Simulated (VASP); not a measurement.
# BiS (Pm-3m) in VASP: settings compared, part 2 of 2

VASP 6.6.1. The steps go on from the part before.

**3. Relaxation of cell and atoms, PBEsol-based global hybrid with 25 % exact exchange**

Contents of POSCAR:

```
BiS
1.0
    4.0029443400      0.0000000000      0.0000000000
    0.0000000000      4.0029443400      0.0000000000
    0.0000000000      0.0000000000      4.0029443400
Bi S
1 1
Direct
    0.5000000000      0.5000000000      0.5000000000
    0.0000000000      0.0000000000      0.0000000000
```

Contents of INCAR.step1:

```
ALGO = Normal ; EDIFF = 1E-5
ENCUT = 600 ; GGA = PE
ISMEAR = -1 ; LASPH = T
LCHARG = F ; LREAL = F
LWAVE = T ; NBANDS = 18
NELM = 60 ; PREC = Accurate
SIGMA = 0.05
```

Contents of INCAR.step2:

```
AEXX = 0.25 ; ALGO = Normal
EDIFF = 1E-6 ; EDIFFG = -0.01
ENCUT = 600 ; GGA = PS
IBRION = 2 ; ISIF = 3
ISMEAR = -1 ; ISTART = 1
LASPH = T ; LCHARG = F
LHFCALC = T ; LREAL = F
LWAVE = F ; NELM = 60
NSW = 60 ; PREC = Accurate
PRECFOCK = Normal ; SIGMA = 0.05
```

Contents of KPOINTS:

```
k-points
0
Gamma
  4 4 4
```

Potentials or basis: VASP PAW PBE potentials, release 64 (Bi_d, S).

Command:

```bash
$ cat potpaw_PBE.64/Bi_d/POTCAR potpaw_PBE.64/S/POTCAR > POTCAR
$ cp INCAR.step1 INCAR
$ mpirun -np 1 vasp_std > vasp.out
$ cp INCAR.step2 INCAR
$ mpirun -np 1 vasp_std > vasp.out
```

OUTCAR:

```text
AEXX = 0.25
   EDIFF = 1E-6
   EDIFFG = -0.01
   ENCUT = 600
   GGA = PS
   IBRION = 2
   ISIF = 3
   ISMEAR = -1
   ISTART = 1
   LASPH = T
   LHFCALC = T
   LREAL = F
   NELM = 60
   NSW = 60
   PREC = Accurate
   PRECFOCK = Normal

 ion  position               nearest neighbor table
   1  0.500  0.500  0.500-
   2  0.000  0.000  0.000-

  LATTYP: Found a simple cubic cell.
 ALAT       =     4.0029443400

  Lattice vectors:

 A1 = (   4.0029443400,   0.0000000000,   0.0000000000)
 A2 = (   0.0000000000,   4.0029443400,   0.0000000000)
 A3 = (   0.0000000000,   0.0000000000,   4.0029443400)

Analysis of symmetry for initial positions (statically):
=====================================================================
 Subroutine PRICEL returns:
 Original cell was already a primitive cell.

 Routine SETGRP: Setting up the symmetry group for a
 simple cubic supercell.

 Subroutine GETGRP returns: Found 48 space group operations
 (whereof 48 operations were pure point group operations)
 out of a pool of 48 trial point group operations.

The static configuration has the point symmetry O_h .

Analysis of symmetry for dynamics (positions and initial velocities):
=====================================================================
 Subroutine PRICEL returns:
 Original cell was already a primitive cell.

 Routine SETGRP: Setting up the symmetry group for a
 simple cubic supercell.

 Subroutine GETGRP returns: Found 48 space group operations
 (whereof 48 operations were pure point group operations)
 out of a pool of 48 trial point group operations.

The dynamic configuration has the point symmetry O_h .

 Subroutine INISYM returns: Found 48 space group operations
 (whereof 48 operations are pure point group operations),
 and found     1 'primitive' translations

[... 140 lines left out ...]
 val. band max:        3.9387022856   @ k =   0.2500   0.2500   0.0000
 cond. band min:       4.7087148458   @ k =   0.5000   0.5000   0.2500
 fundamental gap:      0.7700125602
 Fermi energy:         3.9734675541

 k-point     1 :       0.0000    0.0000    0.0000
  band No.  band energies     occupation
      1     -22.0443      2.00000
      2     -22.0443      2.00000
      3     -21.9975      2.00000
      4     -21.9975      2.00000
      5     -21.9975      2.00000
      6     -10.8753      2.00000
      7      -7.1613      2.00000
      8       1.1547      2.00000
      9       1.1547      2.00000
     10       1.1547      2.00000
     11       7.6380      0.00000
     12       7.6380      0.00000
     13       7.6380      0.00000
     14       9.4292      0.00000
[... 186 lines left out ...]
--------------------------------------- Ionic step        2  -------------------------------------------

 number of electron      21.0000003 magnetization

------------------------ aborting loop EDIFF was not reached (unconverged)  ----------------------------

  FORCE on cell =-STRESS in cart. coord.  units (eV):
  Direction    XX          YY          ZZ          XY          YZ          ZX
  --------------------------------------------------------------------------------------
  -------------------------------------------------------------------------------------
  Total        1.7993134      1.7993134      1.7993134      0.0000000     -0.0000000      0.0000000
  in kB       71.7539248     71.7539248     71.7539248      0.0000000     -0.0000000      0.0000000
  external PRESSURE =      71.7539248 kB  Pullay stress =       0.0000000 kB
[... 23 lines left out ...]
--------------------------------------- Ionic step        3  -------------------------------------------

 number of electron      20.9999998 magnetization

------------------------ aborting loop EDIFF was not reached (unconverged)  ----------------------------

  FORCE on cell =-STRESS in cart. coord.  units (eV):
  Direction    XX          YY          ZZ          XY          YZ          ZX
  --------------------------------------------------------------------------------------
  -------------------------------------------------------------------------------------
  Total       -0.1144859     -0.1144859     -0.1144859      0.0000000      0.0000000     -0.0000000
  in kB       -4.2617152     -4.2617152     -4.2617152      0.0000000      0.0000000     -0.0000000
  external PRESSURE =      -4.2617152 kB  Pullay stress =       0.0000000 kB
[... 59 lines left out ...]
--------------------------------------- Ionic step        5  -------------------------------------------

 number of electron      20.9999999 magnetization

 Free energy of the ion-electron system (eV)
  ---------------------------------------------------
  ext. energy  EPLUGINS =         0.00000000
  ---------------------------------------------------
  free energy    TOTEN  =       -11.33872212 eV

  energy without entropy =      -11.33269518  energy(sigma->0) =      -11.33570865

 E-fermi :   9.0852     XC(G=0):  -8.7881

 val. band max:        8.6255882681   @ k =   0.5000   0.5000   0.2500
 cond. band min:       9.1199892120   @ k =   0.5000   0.5000   0.2500
 fundamental gap:      0.4944009439
 Fermi energy:         9.0852136494

 k-point     1 :       0.0000    0.0000    0.0000
  band No.  band energies     occupation
      1     -17.2403      2.00000
      2     -17.2402      2.00000
      3     -17.0688      2.00000
      4     -17.0674      2.00000
      5     -17.0654      2.00000
      6      -9.0590      2.00000
      7      -1.2777      2.00000
      8       4.6654      2.00000
      9       4.6723      2.00000
     10       4.6741      2.00000
     11      13.4343      0.00000
     12      13.4344      0.00000
     13      15.0641      0.00000
     14      15.0652      0.00000
[... 180 lines left out ...]
  FREE ENERGIE OF THE ION-ELECTRON SYSTEM (eV)
  ---------------------------------------------------
  free  energy   TOTEN  =       -11.3387221160 eV

  energy  without entropy=      -11.3326951811  energy(sigma->0) =      -11.33570865

 reached required accuracy - stopping structural energy minimisation
```

Wall time 1.7 h (1 thread of Intel Xeon Platinum 8259CL at 2.50GHz (Skylake/Cascade Lake), shared host); peak memory 0.2 GiB.

What came out:

- Free energy: -11.3387 eV
- Relaxed volume: 21.43 Å³/atom
- Relaxed cell: a = 3.499 Å, b = 3.499 Å, c = 3.499 Å, α = 90.00°, β = 90.00°, γ = 90.00°
- Space group after relaxing (to 0.1 Å): Pm-3m (No. 221)
- Energy gained by relaxing: 702.9 meV/atom
- Ionic steps: 5
- Pressure after relaxing: 0.0 GPa
- Band gap on the k mesh: zero (an odd number of electrons rules out a gap without spin polarisation)

Step by step:
| step | energy change (eV) | largest force (eV/Å) | pressure (GPa) | volume (Å³) |
| --- | --- | --- | --- | --- |
| 1 | 0.0000 | 0.0000 | -14.95 | 64.14 |
| 2 | -1.3497 | 0.0000 | 7.18 | 40.18 |
| 3 | -1.4055 | 0.0000 | -0.43 | 43.04 |
| 4 | -1.4055 | 0.0000 | 0.23 | 42.67 |
| 5 | -1.4057 | 0.0000 | -0.02 | 42.86 |

Final structure:
```
Bi S
1.0
     3.49949    0.00000    0.00000
     0.00000    3.49949    0.00000
     0.00000    0.00000    3.49949
Bi S
1 1
Direct
  0.50000 0.50000 0.50000
  0.00000 0.00000 0.00000
```

Caveat: the k points lie up to 0.45 Å⁻¹ apart in the final cell, too coarse for converged energies and pressures of a metal; the volume moved by over 15 % at a fixed basis, so the end points are rough; the PAW data sets were made with another functional, which shifts forces and pressure a little; spin-orbit coupling is left out, which moves the levels of the heavy elements.
